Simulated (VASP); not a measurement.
# Al2Pt in VASP: notebook, part 2 of 2

VASP 6.6.1.

## Step 4: Relaxation of cell and atoms, SCAN (18.23 Å³/atom)

This run uses another cell than the first one, of 18.23 Å³/atom.

The input, POSCAR:

```
Al2Pt
1.0
    0.0000000000      3.0129558903      3.0129558903
    3.0129558903      0.0000000000      3.0129558903
    3.0129558903      3.0129558903      0.0000000000
Pt Al
1 2
Direct
    0.0000000000      0.0000000000      0.0000000000
    0.7500000000      0.7500000000      0.7500000000
    0.2500000000      0.2500000000      0.2500000000
```

The input, INCAR.step1:

```
SYSTEM = Al2Pt
ALGO = Normal ; EDIFF = 1E-7
EDIFFG = -0.002 ; ENCUT = 620
GGA_COMPAT = .False. ; IBRION = 2
ISIF = 3 ; ISMEAR = 2
KPAR = 8 ; LASPH = .True.
LCHARG = .False. ; LMIXTAU = .True.
LREAL = .False. ; LWAVE = .False.
METAGGA = SCAN ; NELM = 120
NELMIN = 4 ; NSW = 80
POTIM = 0.5 ; PREC = Accurate
SIGMA = 0.05
```

The input, INCAR.step4:

```
SYSTEM = Al2Pt
ALGO = Normal ; EDIFF = 1E-7
ENCUT = 620 ; GGA_COMPAT = .False.
ISIF = 2 ; ISMEAR = 2
KPAR = 8 ; LASPH = .True.
LCHARG = .False. ; LMIXTAU = .True.
LREAL = .False. ; LWAVE = .False.
METAGGA = SCAN ; NELM = 120
PREC = Accurate ; SIGMA = 0.05
```

The input, KPOINTS:

```
Automatic mesh
0
Gamma
  11 11 11
  0 0 0
```

Run with:

```bash
> cat potpaw_PBE.64/Pt/POTCAR potpaw_PBE.64/Al/POTCAR > POTCAR
> cp INCAR.step1 INCAR
> cp POSCAR.step1 POSCAR
> mpirun -np 8 vasp_std > vasp.out
> cp CONTCAR POSCAR
> mpirun -np 8 vasp_std > vasp.out
> cp CONTCAR POSCAR
> mpirun -np 8 vasp_std > vasp.out
> cp CONTCAR POSCAR
> cp INCAR.step4 INCAR
> mpirun -np 8 vasp_std > vasp.out
```

It took 23 min on 8 MPI ranks of AMD EPYC 7R43 (Zen 3), shared host; peak memory 0.27 GiB.

Results (log left out):

- Free energy: -89.2613 eV
- Relaxed volume: 16.79 Å³/atom
- Relaxed cell: a = 4.146 Å, b = 4.146 Å, c = 4.146 Å, α = 60.00°, β = 60.00°, γ = 60.00°
- Space group after relaxing (to 0.1 Å): Fm-3m (No. 225)
- Energy gained by relaxing: 49.8 meV/atom
- Ionic steps: 6
- Pressure after relaxing: 0.0 GPa
- Band gap on the k mesh: zero (bands 8 and 9 overlap by 5.40 eV)

Step by step:
```csv
step,energy change (eV),largest force (eV/Å),pressure (GPa),volume (Å³)
1,0.0000,0.0000,-10.31,54.70
2,0.0705,0.0000,17.24,45.93
3,-0.1498,0.0000,-0.24,50.47
4,-0.1499,0.0000,0.01,50.38
5,-0.1495,0.0000,0.01,50.38
6,-0.1495,0.0000,0.01,50.38
```

Final structure:
```yaml
crystal:
  lattice:
    - [0.00000, 2.93147, 2.93147]
    - [2.93147, 0.00000, 2.93147]
    - [2.93147, 2.93147, 0.00000]
  atoms:
    - { symbol: Pt, position: [0.00000, 0.00000, 0.00000] }
    - { symbol: Al, position: [0.75000, 0.75000, 0.75000] }
    - { symbol: Al, position: [0.25000, 0.25000, 0.25000] }
```

Levels at points of the mesh, in eV from the Fermi level:
```tsv
k point	band 6	band 7	band 8	band 9	band 10	band 11
(0.00, 0.00, 0.00)	-4.01	3.47	3.81	3.81	3.81	5.89
```

Caveat: the PAW data sets were made with another functional, which shifts forces and pressure a little; spin-orbit coupling is left out, which moves the levels of the heavy elements.

## Step 5: Single point, PBEsol-based screened hybrid with 25 % exact exchange

This run uses another cell than the first one, of 17.20 Å³/atom.

The input, POSCAR:

```
Al2Pt
1.0
    0.0000000000      2.9550000000      2.9550000000
    2.9550000000      0.0000000000      2.9550000000
    2.9550000000      2.9550000000      0.0000000000
Pt Al
1 2
Direct
    0.0000000000      0.0000000000      0.0000000000
    0.7500000000      0.7500000000      0.7500000000
    0.2500000000      0.2500000000      0.2500000000
```

The input, INCAR.step1:

```
SYSTEM = Al2Pt
PREC     = Accurate       ! precision mode
ENCUT    = 520            ! plane-wave cutoff, eV
EDIFF    = 1E-5           ! SCF threshold, eV
ISMEAR   = -1             ! smearing method
SIGMA    = 0.05           ! smearing width, eV
LREAL    = .False.        ! projectors in reciprocal space
LASPH    = .True.         ! aspherical terms in the spheres
NELM     = 100            ! most SCF steps
ALGO     = Normal         ! electronic algorithm
ISIF     = 2              ! what is computed and relaxed
LWAVE    = .True.         ! write WAVECAR
LCHARG   = .False.        ! write CHGCAR
NBANDS   = 15             ! bands
GGA      = PE             ! functional
```

The input, INCAR.step2:

```
SYSTEM = Al2Pt
PREC     = Accurate       ! precision mode
ENCUT    = 520            ! plane-wave cutoff, eV
EDIFF    = 1E-6           ! SCF threshold, eV
ISMEAR   = -1             ! smearing method
SIGMA    = 0.05           ! smearing width, eV
LREAL    = .False.        ! projectors in reciprocal space
LASPH    = .True.         ! aspherical terms in the spheres
NELM     = 100            ! most SCF steps
ALGO     = Normal         ! electronic algorithm
ISIF     = 2              ! what is computed and relaxed
LWAVE    = .False.        ! write WAVECAR
LCHARG   = .False.        ! write CHGCAR
GGA      = PS             ! functional
LHFCALC  = .True.         ! exact exchange
AEXX     = 0.25           ! exact-exchange fraction
HFSCREEN = 0.207          ! screening, 1/A
PRECFOCK = Normal       
NBANDS   = 15             ! bands
ISTART   = 1
```

The input, KPOINTS:

```
regular mesh
0
Gamma
  4 4 4
  0 0 0
```

Potentials or basis: VASP PAW PBE potentials, release 64 (Pt, Al).

Run with:

```bash
> cat potpaw_PBE.64/Pt/POTCAR potpaw_PBE.64/Al/POTCAR > POTCAR
> cp INCAR.step1 INCAR
> mpirun -np 1 vasp_std > vasp.out
> cp INCAR.step2 INCAR
> mpirun -np 1 vasp_std > vasp.out
```

OUTCAR:

```text
SYSTEM = Al2Pt
   PREC = Accurate
   ENCUT = 520
   EDIFF = 1E-6
   ISMEAR = -1
   LREAL = .False.
   LASPH = .True.
   NELM = 100
   ISIF = 2
   GGA = PS
   LHFCALC = .True.
   AEXX = 0.25
   HFSCREEN = 0.207
   PRECFOCK = Normal
   ISTART = 1

 ion  position               nearest neighbor table
   1  0.000  0.000  0.000-   2 2.56   2 2.56   2 2.56   2 2.56   3 2.56   3 2.56   3 2.56   3 2.56

   2  0.750  0.750  0.750-   1 2.56   1 2.56   1 2.56   1 2.56   3 2.96   3 2.96   3 2.96   3 2.96
                             3 2.96   3 2.96
   3  0.250  0.250  0.250-   1 2.56   1 2.56   1 2.56   1 2.56   2 2.96   2 2.96   2 2.96   2 2.96
                             2 2.96   2 2.96

  LATTYP: Found a face centered cubic cell.
 ALAT       =     5.9100000000

  Lattice vectors:

 A1 = (   0.0000000000,   2.9550000000,   2.9550000000)
 A2 = (   2.9550000000,   0.0000000000,   2.9550000000)
 A3 = (   2.9550000000,   2.9550000000,   0.0000000000)

Analysis of symmetry for initial positions (statically):
[... 174 lines left out ...]
      1      -3.8897      2.00000
      2       1.7539      2.00000
      3       1.7539      2.00000
      4       1.7539      2.00000
      5       3.1321      2.00000
      6       3.1321      2.00000
      7      11.2270      0.00000
      8      11.9378      0.00000
      9      11.9378      0.00000
     10      11.9378      0.00000
     11      13.7344      0.00000
     12      13.7344      0.00000
     13      13.7344      0.00000
     14      14.7298      0.00000
[... 113 lines left out ...]
      2       0.7715      2.00000
      3       1.5979      2.00000
      4       1.6949      2.00000
      5       3.1461      2.00000
      6       3.6692      2.00000
      7       4.3806      2.00000
      8       4.3806      2.00000
      9       6.4817      2.00000
     10      13.5374      0.00000
     11      13.5374      0.00000
     12      14.4252      0.00000
     13      14.7234      0.00000
     14      18.6376      0.00000
     15      20.7156      0.00000

------------------------ aborting loop because EDIFF is reached ----------------------------------------

  FORCE on cell =-STRESS in cart. coord.  units (eV):
  Direction    XX          YY          ZZ          XY          YZ          ZX
  --------------------------------------------------------------------------------------
  -------------------------------------------------------------------------------------
  Total       -0.6670467     -0.6670467     -0.6670467      0.0000000      0.0000000      0.0000000
  in kB      -20.7092509    -20.7092509    -20.7092509      0.0000000      0.0000000      0.0000000
  external PRESSURE =     -20.7092509 kB  Pullay stress =       0.0000000 kB

 VOLUME and BASIS-vectors are now :
 -----------------------------------------------------------------------------
  energy-cutoff  :      520.00
  volume of cell :       51.61
      direct lattice vectors                 reciprocal lattice vectors
     0.000000000  2.955000000  2.955000000    -0.169204738  0.169204738  0.169204738
     2.955000000  0.000000000  2.955000000     0.169204738 -0.169204738  0.169204738
     2.955000000  2.955000000  0.000000000     0.169204738  0.169204738 -0.169204738

 POSITION                                       TOTAL-FORCE (eV/Angst)
 -----------------------------------------------------------------------------------
      0.00000      0.00000      0.00000         0.000000      0.000000      0.000000
      4.43250      4.43250      4.43250         0.000000      0.000000     -0.000000
      1.47750      1.47750      1.47750        -0.000000     -0.000000      0.000000
 -----------------------------------------------------------------------------------
    total drift:                               -0.000000     -0.000000     -0.000000

  FREE ENERGIE OF THE ION-ELECTRON SYSTEM (eV)
  ---------------------------------------------------
  free  energy   TOTEN  =       -19.1444688763 eV

  energy  without entropy=      -19.1218043374  energy(sigma->0) =      -19.13313661
```

OUTCAR.step1:

```text
SYSTEM = Al2Pt
   PREC = Accurate
   ENCUT = 520
   EDIFF = 1E-5
   ISMEAR = -1
   LREAL = .False.
[... 352 lines left out ...]
      0.00000      0.00000      0.00000        -0.000000     -0.000000     -0.000000
      4.43250      4.43250      4.43250        -0.000000     -0.000000     -0.000000
      1.47750      1.47750      1.47750         0.000000      0.000000      0.000000
 -----------------------------------------------------------------------------------
    total drift:                                0.000000     -0.000000      0.000000

  FREE ENERGIE OF THE ION-ELECTRON SYSTEM (eV)
  ---------------------------------------------------
  free  energy   TOTEN  =       -16.2311995944 eV

  energy  without entropy=      -16.2080172739  energy(sigma->0) =      -16.21960843
```

OSZICAR.step1:

```text
N       E                     dE             d eps       ncg     rms          rms(c)
DAV:   1     0.538748592849E+02    0.53875E+02   -0.66186E+03   240   0.907E+02
DAV:   2    -0.151410392867E+02   -0.69016E+02   -0.61092E+02   275   0.172E+02
DAV:   3    -0.167458235058E+02   -0.16048E+01   -0.15980E+01   331   0.252E+01
DAV:   4    -0.167586873449E+02   -0.12864E-01   -0.12863E-01   275   0.264E+00
DAV:   5    -0.167589216235E+02   -0.23428E-03   -0.23428E-03   345   0.370E-01    0.851E+00
DAV:   6    -0.163320213805E+02    0.42690E+00   -0.16368E+00   268   0.116E+01    0.231E+00
DAV:   7    -0.162589136571E+02    0.73108E-01   -0.11777E-01   282   0.321E+00    0.168E+00
DAV:   8    -0.162309611028E+02    0.27953E-01   -0.27452E-02   261   0.140E+00    0.239E-01
DAV:   9    -0.162310645843E+02   -0.10348E-03   -0.12094E-03   289   0.287E-01    0.156E-01
DAV:  10    -0.162312017222E+02   -0.13714E-03   -0.25071E-04   268   0.112E-01    0.162E-02
DAV:  11    -0.162311995944E+02    0.21278E-05   -0.11394E-05   232   0.330E-02
   1 F= -.16231200E+02 E0= -.16219608E+02  d E =-.231823E-01
```

Run time: 19 min. Hardware: 1 thread of AMD EPYC 7R13, shared host; peak memory 0.26 GiB.

Results:

* Free energy: -19.1445 eV
* Pressure: -2.1 GPa
* Band gap on the k mesh: zero (bands 8 and 9 overlap by 6.13 eV)

Levels at points of the mesh, in eV from the Fermi level:
```
           k point  band 3  band 4  band 5  band 6  band 7  band 8  band 9  band 10  band 11  band 12
(0.00, 0.00, 0.00)   -5.61   -5.61   -4.24   -4.24    3.86    4.57    4.57     4.57     6.37     6.37
(0.50, 0.00, 0.00)   -5.29   -5.29   -4.04   -3.96   -3.96    1.47    1.47     4.59     6.05     6.05
(0.50, 0.50, 0.00)   -6.32   -4.22   -4.22   -3.71   -3.71   -1.56   -1.56     3.91     4.08     9.23
```

Caveat: the k points lie up to 0.46 Å⁻¹ apart, too coarse for converged energies and pressures of a metal; the PAW data sets were made with another functional, which shifts forces and pressure a little; spin-orbit coupling is left out, which moves the levels of the heavy elements.

## Step 6: Single point, r2SCAN0

This run uses another cell than the first one, of 17.20 Å³/atom.

POSCAR is that of step 5.

The input, INCAR.step1:

```
ALGO = Normal ; EDIFF = 1E-5
ENCUT = 520 ; GGA = PE
ISIF = 2 ; ISMEAR = -1
LASPH = True ; LCHARG = False
LREAL = False ; LWAVE = True
NBANDS = 15 ; NELM = 80
PREC = Accurate ; SIGMA = 0.05
```

The input, INCAR.step2:

```
AEXX = 0.25 ; ALGO = Normal
EDIFF = 1E-6 ; ENCUT = 520
ISIF = 2 ; ISMEAR = -1
ISTART = 1 ; LASPH = True
LCHARG = False ; LHFCALC = True
LMIXTAU = True ; LREAL = False
LWAVE = False ; METAGGA = R2SCAN
NBANDS = 15 ; NELM = 80
PREC = Accurate ; PRECFOCK = Normal
SIGMA = 0.05
```

The input, KPOINTS:

```
k-points
0
Gamma
  4 4 4
```

Potentials or basis: VASP PAW PBE potentials, release 64 (Pt, Al).

Run with:

```bash
> cat potpaw_PBE.64/Pt/POTCAR potpaw_PBE.64/Al/POTCAR > POTCAR
> cp INCAR.step1 INCAR
> mpirun -np 1 vasp_std > vasp.out
> cp INCAR.step2 INCAR
> mpirun -np 1 vasp_std > vasp.out
```

Run time: 14 min. Hardware: 1 thread of AMD EPYC 7R13, shared host; peak memory 0.17 GiB.

Results (log left out):

- Free energy: -58.5475 eV
- Pressure: -2.0 GPa
- Band gap on the k mesh: zero (bands 8 and 9 overlap by 7.04 eV)

Levels at points of the mesh, in eV from the Fermi level:
```tsv
k point	band 4	band 5	band 6	band 7	band 8	band 9	band 10	band 11
(0.00, 0.00, 0.00)	-6.04	-4.63	-4.63	4.84	5.22	5.22	5.22	7.15
(0.50, 0.00, 0.00)	-5.70	-4.41	-4.33	-4.33	1.97	1.97	5.50	6.83
(0.50, 0.50, 0.00)	-4.58	-4.58	-4.08	-4.07	-1.83	-1.83	4.69	4.87
```

Caveat: the k points lie up to 0.46 Å⁻¹ apart, too coarse for converged energies and pressures of a metal; the PAW data sets were made with another functional, which shifts forces and pressure a little; spin-orbit coupling is left out, which moves the levels of the heavy elements.

## Step 7: Overview

```tsv
task	level	cell	k mesh	cutoff (eV)	smearing	dipole correction	tolerance level	purpose	passes	grid for exact exchange (PRECFOCK)	gap on the mesh (eV)	pressure (GPa)	relaxed volume (Å³/atom)
relaxation of the atoms	PBE	atoms relaxed from a = 4.263, b = 4.263, c = 4.179 Å, angles 60.7, 60.7, 58.7°, 3 atoms	7 × 7 × 7	520	fermi-dirac 0.05 eV	no	-	-	-	-	none	-2.8	-
relaxation of cell and atoms	SCAN	relaxed from a = 4.261 Å, angles 60.0°, 3 atoms	9 × 9 × 9	360	methfessel-paxton of order 2 0.1 eV	-	screening	cell	2	-	none	-0.3	16.76
relaxation of cell and atoms	SCAN	relaxed from a = 4.261 Å, angles 60.0°, 3 atoms	11 × 11 × 11	620	methfessel-paxton of order 2 0.05 eV	-	screening	cell	3	-	none	0.0	16.79
single point	PBEsol-based screened hybrid with 25 % exact exchange	a = 4.179 Å, angles 60.0°, 3 atoms	4 × 4 × 4	520	fermi-dirac 0.05 eV	no	-	-	-	Normal	none	-2.1	-
single point	r2SCAN0	a = 4.179 Å, angles 60.0°, 3 atoms	4 × 4 × 4	520	fermi-dirac 0.05 eV	no	-	-	-	Normal	none	-2.0	-
```

Alike in all rows: potentials or basis VASP PAW PBE potentials, release 64 (Pt, Al); no spin polarisation.

Caveats: some runs use coarse meshes; spin-orbit coupling is left out, which moves the levels of the heavy elements; the PAW data sets were made with another functional, which shifts forces and pressure a little (at least some runs); the relaxation stopped at its first step, so nothing moved (at least some runs).

Absolute energies hang on the potentials; compare differences alone.
